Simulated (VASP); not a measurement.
# CdS (P-1) in VASP: single point with PBE

Aim: the single point of CdS with PBE.

Everything below comes from runs of VASP 6.6.1. Logs are shortened: lines on timing, memory, paths and dates and some standing lists are left out, and cuts for length are marked.

### Step 1. The cell of the first run

The typed cell holds 2 atoms: a = 3.809 Å, b = 3.921 Å, c = 3.826 Å, α = 60.86°, β = 60.27°, γ = 56.77°.

### Step 2. Single point, PBE

Contents of INCAR:

```
PREC = Accurate
ENCUT = 500
EDIFF = 1E-6
ISMEAR = 0
SIGMA = 0.1
LREAL = False
LASPH = True
NELM = 120
ALGO = Normal
ISIF = 2
LWAVE = False
LCHARG = False
GGA = PE
NBANDS = 16
GGA_COMPAT = False
```

Contents of KPOINTS:

```
regular mesh
0
Gamma
  2 2 2
```

Contents of POSCAR:

```
CdS
1.0
    0.0848476962      2.6033814858      2.7791045726
    2.6911843165      0.0121639042      2.8517883646
    2.7132399838      2.6981209451     -0.0098917632
Cd S
1 1
Direct
    0.0000000000      0.0000000000      0.0000000000
    0.5000000000      0.5000000000      0.5000000000
```

Potentials or basis: VASP PAW PBE potentials, release 64 (Cd, S).

On the command line:

```bash
$ cat potpaw_PBE.64/Cd/POTCAR potpaw_PBE.64/S/POTCAR > POTCAR
$ mpirun -np 1 vasp_std > vasp.out
```

OUTCAR:

```text
PREC = Accurate
   ENCUT = 500
   EDIFF = 1E-6
   ISMEAR = 0
   LREAL = False
   LASPH = True
   NELM = 120
   ISIF = 2
   GGA = PE

 ion  position               nearest neighbor table
   1  0.000  0.000  0.000-   2 2.65   2 2.65   2 2.66   2 2.66   2 2.82   2 2.82
   2  0.500  0.500  0.500-   1 2.65   1 2.65   1 2.66   1 2.66   1 2.82   1 2.82

  Warning from LATTYP: Got some problem with cell dimensions!
  Tried to take original basis but could not verify dimensions!
  LATTYP: Found a triclinic cell.
 ALAT       =     3.9248012474
 B/A-ratio  =     1.4374584012
 C/A-ratio  =     0.9749379618
 COS(alpha) =     0.0050133174
 COS(beta)  =     0.4884260642
 COS(gamma) =     0.7389581749

  Lattice vectors:

 A1 = (  -0.0220556673,  -2.6859570409,   2.8616801278)
 A2 = (   0.0627920289,  -0.0825755551,   5.6407847004)
 A3 = (  -2.7132399838,  -2.6981209451,   0.0098917632)

Analysis of symmetry for initial positions (statically):
=====================================================================
 Subroutine PRICEL returns:
 Original cell was already a primitive cell.

 Routine SETGRP: Setting up the symmetry group for a
 triclinic supercell.

 Subroutine GETGRP returns: Found  2 space group operations
 (whereof  2 operations were pure point group operations)
 out of a pool of  2 trial point group operations.

The static configuration has the point symmetry S_2 .

Analysis of symmetry for dynamics (positions and initial velocities):
=====================================================================
 Subroutine PRICEL returns:
 Original cell was already a primitive cell.

 Routine SETGRP: Setting up the symmetry group for a
 triclinic supercell.

 Subroutine GETGRP returns: Found  2 space group operations
 (whereof  2 operations were pure point group operations)
 out of a pool of  2 trial point group operations.

The dynamic configuration has the point symmetry S_2 .

 Subroutine INISYM returns: Found  2 space group operations
 (whereof  2 operations are pure point group operations),
 and found     1 'primitive' translations

----------------------------------------------------------------------------------------

                                     Primitive cell

  volume of cell :      39.6481

  direct lattice vectors                    reciprocal lattice vectors
     0.084847696  2.603381486  2.779104573    -0.194072237  0.195828099  0.182307402
     2.691184316  0.012163904  2.851788365     0.189772459 -0.190203870  0.172383394
     2.713239984  2.698120945 -0.009891763     0.186402206  0.182533839 -0.176683173

  length of vectors
     3.808965282  3.921137317  3.826437729     0.330527861  0.319228966  0.315089397

  position of ions in fractional coordinates (direct lattice)
     0.000000000  0.000000000  0.000000000
     0.500000000  0.500000000  0.500000000

  ion indices of the primitive-cell ions
   primitive index   ion index
                 1           1
                 2           2

----------------------------------------------------------------------------------------

 KPOINTS: regular mesh

Automatic generation of k-mesh.
 Grid dimensions read from file:
 generate k-points for:    2    2    2

 Generating k-lattice:

  Cartesian coordinates                     Fractional coordinates (reciprocal lattice)
    -0.097036119  0.097914050  0.091153701     0.500000000  0.000000000  0.000000000
     0.094886229 -0.095101935  0.086191697     0.000000000  0.500000000  0.000000000
     0.093201103  0.091266919 -0.088341587     0.000000000  0.000000000  0.500000000

  Length of vectors
     0.165263930  0.159614483  0.157544699

  Shift w.r.t. Gamma in fractional coordinates (k-lattice)
     0.000000000  0.000000000  0.000000000

 Subroutine IBZKPT returns following result:
 ===========================================

 Found      8 irreducible k-points:

 Following reciprocal coordinates:
            Coordinates               Weight
  0.000000  0.000000  0.000000      1.000000
  0.500000 -0.000000 -0.000000      1.000000
  0.000000  0.500000  0.000000      1.000000
  0.500000  0.500000  0.000000      1.000000
  0.000000  0.000000  0.500000      1.000000
  0.500000 -0.000000  0.500000      1.000000
 -0.000000  0.500000  0.500000      1.000000
  0.500000  0.500000  0.500000      1.000000
   k-points           NKPTS =      8   k-points in BZ     NKDIM =      8   number of bands    NBANDS=     16
   number of dos      NEDOS =    301   number of ions     NIONS =      2
   total plane-waves  NPLWV =  23520
   dimension x,y,z NGX =    28 NGY =   30 NGZ =   28
   dimension x,y,z NGXF=    56 NGYF=   60 NGZF=   56
   ions per type =               1   1
   NGX,Y,Z   is equivalent  to a cutoff of  12.22, 12.72, 12.17 a.u.
   NGXF,Y,Z  is equivalent  to a cutoff of  24.44, 25.44, 24.33 a.u.
 SYSTEM =  unknown system
   PREC   = accura    normal or accurate (medium, high low for compatibility)
   ISTART =      0    job   : 0-new  1-cont  2-samecut
   ICHARG =      2    charge: 1-file 2-atom 10-const
   ISPIN  =      1    spin polarized calculation?
   LNONCOLLINEAR =      F non collinear calculations
   LSORBIT =      F    spin-orbit coupling
   LASPH  =      T    aspherical Exc in radial PAW
   ENCUT  =  500.0 eV  36.75 Ry    6.06 a.u.   6.94  7.15  6.98*2*pi/ulx,y,z
   NELM   =    120;   NELMIN=  2; NELMDL= -5     # of ELM steps
   EDIFF  = 0.1E-05   stopping-criterion for ELM
   LREAL  =      F    real-space projection
   EDIFFG = 0.1E-04   stopping-criterion for IOM
   NSW    =      0    number of steps for IOM
   IBRION =     -1    ionic relax: 0-MD 1-quasi-New 2-CG
   NFREE  =      0    steps in history (QN), initial steepest desc. (CG)
   ISIF   =      2    stress and relaxation
   ISYM   =      2    0-nonsym 1-usesym 2-fastsym
   POTIM  = 0.5000    time-step for ionic-motion
   TEBEG  =    0.0;   TEEND  =   0.0 temperature during run
   PSTRESS=    0.0 pullay stress
   NELECT =      18.0000    total number of electrons
   NUPDOWN=      -1.0000    fix difference up-down
   EMIN   =  10.00;   EMAX   =-10.00  energy-range for DOS
   EFERMI =   0.00;   METHOD = LEGACY
   ISMEAR =     0;   SIGMA  =   0.10  broadening in eV -4-tet -1-fermi 0-gaus
   EFERMI_NEDOS =   21; number of points for ismear=-14 and -15
   IALGO  =     38    algorithm
   IMIX   =      4    mixing-type and parameters
     AMIX     =   0.40;   BMIX     =  1.00
     AMIX_MAG =   1.60;   BMIX_MAG =  1.00
  volume/ion in A,a.u.               =      19.82       133.78
  Fermi-wavevector in a.u.,A,eV,Ry     =   1.258225  2.377700 21.539793  1.583130
  Thomas-Fermi vector in A             =   2.391845
   LORBIT       =      0    0 simple, 1 ext, 2 COOP (PROOUT), +10 PAW based schemes
   GGA     = PE    functional components
   LHFCALC =     F    Hartree Fock is set to
   AEXX    =    0.0000 exact exchange contribution
   IVDW    =     0    specifies the selected vdW correction
   LEPSILON=     F    determine dielectric tensor
   LRPA    =     F    only Hartree local field effects (RPA)
 non-spin polarized calculation
 Gauss-broadening in eV      SIGMA  =   0.10
  energy-cutoff  :      500.00
  volume of cell :       39.65
 maximum number of plane-waves:      1016
 NGX is ok and might be reduce to    28
   NGX = 13   NGY = 15   NGZ = 13

 number of electron      17.9999998 magnetization

 Free energy of the ion-electron system (eV)
  ---------------------------------------------------
  ext. energy  EPLUGINS =         0.00000000
  ---------------------------------------------------
  free energy    TOTEN  =        -4.07961925 eV

  energy without entropy =       -4.04749727  energy(sigma->0) =       -4.06355826

 E-fermi :   3.5022     XC(G=0): -10.4818

 val. band max:        3.4917199485   @ k =   0.0000   0.5000   0.0000
 cond. band min:       3.5120198213   @ k =   0.5000   0.5000   0.5000
 fundamental gap:      0.0202998727
 Fermi energy:         3.5022320431

 k-point     1 :       0.0000    0.0000    0.0000
  band No.  band energies     occupation
      1      -9.7226      2.00000
      2      -4.5489      2.00000
      3      -4.4901      2.00000
      4      -4.4231      2.00000
      5      -4.4016      2.00000
      6      -4.3813      2.00000
[... 8 lines left out ...]
     15      14.7866      0.00000
     16      14.9826      0.00000

 k-point     2 :       0.5000   -0.0000   -0.0000
  band No.  band energies     occupation
      1      -8.3698      2.00000
      2      -4.9071      2.00000
      3      -4.8466      2.00000
      4      -4.6936      2.00000
      5      -4.2135      2.00000
      6      -4.1906      2.00000
[... 8 lines left out ...]
     15      16.2331      0.00000
     16      16.8125      0.00000

 k-point     3 :       0.0000    0.5000    0.0000
  band No.  band energies     occupation
      1      -8.4738      2.00000
      2      -4.8993      2.00000
      3      -4.8126      2.00000
      4      -4.6525      2.00000
      5      -4.2452      2.00000
      6      -4.1994      2.00000
[... 8 lines left out ...]
     15      15.7758      0.00000
     16      16.4712      0.00000

 k-point     4 :       0.5000    0.5000    0.0000
  band No.  band energies     occupation
      1      -8.8504      2.00000
      2      -4.6894      2.00000
      3      -4.3970      2.00000
      4      -4.1473      2.00000
      5      -4.1436      2.00000
      6      -3.4538      2.00000
[... 8 lines left out ...]
     15      17.8336      0.00000
     16      18.0570      0.00000

 k-point     5 :       0.0000    0.0000    0.5000
  band No.  band energies     occupation
      1      -8.5333      2.00000
      2      -4.8276      2.00000
      3      -4.8079      2.00000
      4      -4.6757      2.00000
      5      -4.2384      2.00000
      6      -4.2223      2.00000
[... 8 lines left out ...]
     15      15.9920      0.00000
     16      16.4718      0.00000

 k-point     6 :       0.5000   -0.0000    0.5000
  band No.  band energies     occupation
      1      -8.7258      2.00000
      2      -4.5918      2.00000
      3      -4.2851      2.00000
      4      -4.1691      2.00000
      5      -4.1558      2.00000
      6      -3.3209      2.00000
[... 8 lines left out ...]
     15      17.3306      0.00000
     16      17.8437      0.00000

 k-point     7 :      -0.0000    0.5000    0.5000
  band No.  band energies     occupation
      1      -8.7354      2.00000
      2      -4.5996      2.00000
      3      -4.2929      2.00000
      4      -4.1671      2.00000
      5      -4.1548      2.00000
      6      -3.3314      2.00000
[... 8 lines left out ...]
     15      17.3747      0.00000
     16      17.7857      0.00000

 k-point     8 :       0.5000    0.5000    0.5000
  band No.  band energies     occupation
      1      -8.5180      2.00000
      2      -4.8477      2.00000
      3      -4.7945      2.00000
      4      -4.6800      2.00000
      5      -4.2389      2.00000
      6      -4.2183      2.00000
[... 8 lines left out ...]
     15      15.9846      0.00000
     16      16.4952      0.00000

------------------------ aborting loop because EDIFF is reached ----------------------------------------

  FORCE on cell =-STRESS in cart. coord.  units (eV):
  Direction    XX          YY          ZZ          XY          YZ          ZX
  --------------------------------------------------------------------------------------
  -------------------------------------------------------------------------------------
  Total        2.2674294      2.2878531      3.6444917     -0.2737381      0.1313975     -0.0860462
  in kB       91.6267491     92.4520695    147.2737908    -11.0617483      5.3097667     -3.4771227
  external PRESSURE =     110.4508698 kB  Pullay stress =       0.0000000 kB

 VOLUME and BASIS-vectors are now :
 -----------------------------------------------------------------------------
  energy-cutoff  :      500.00
  volume of cell :       39.65
      direct lattice vectors                 reciprocal lattice vectors
     0.084847696  2.603381486  2.779104573    -0.194072237  0.195828099  0.182307402
     2.691184316  0.012163904  2.851788365     0.189772459 -0.190203870  0.172383394
     2.713239984  2.698120945 -0.009891763     0.186402206  0.182533839 -0.176683173

 POSITION                                       TOTAL-FORCE (eV/Angst)
 -----------------------------------------------------------------------------------
      0.00000      0.00000      0.00000         0.000000     -0.000000      0.000000
      2.74464      2.65683      2.81050        -0.000000      0.000000     -0.000000
 -----------------------------------------------------------------------------------
    total drift:                                0.000000      0.000000      0.000000

  FREE ENERGIE OF THE ION-ELECTRON SYSTEM (eV)
  ---------------------------------------------------
  free  energy   TOTEN  =        -4.0796192461 eV

  energy  without entropy=       -4.0474972712  energy(sigma->0) =       -4.06355826
```

It took 5.2 s on 1 thread of Intel Xeon 6975P-C (Granite Rapids), shared host; peak memory 0.15 GiB.

Results:

```yaml
Free_energy: -4.0796 eV
Pressure: 11.0 GPa
Band_gap_on_the_k_mesh: zero (band 9 reaches 3.52 eV, above the bottom of band 10 at 3.42 eV)
```

Stress tensor (GPa, compression positive):
```
 9.16 -1.11 -0.35
-1.11  9.25  0.53
-0.35  0.53 14.73
```

Caveat: the k points lie up to 1.04 Å⁻¹ apart.
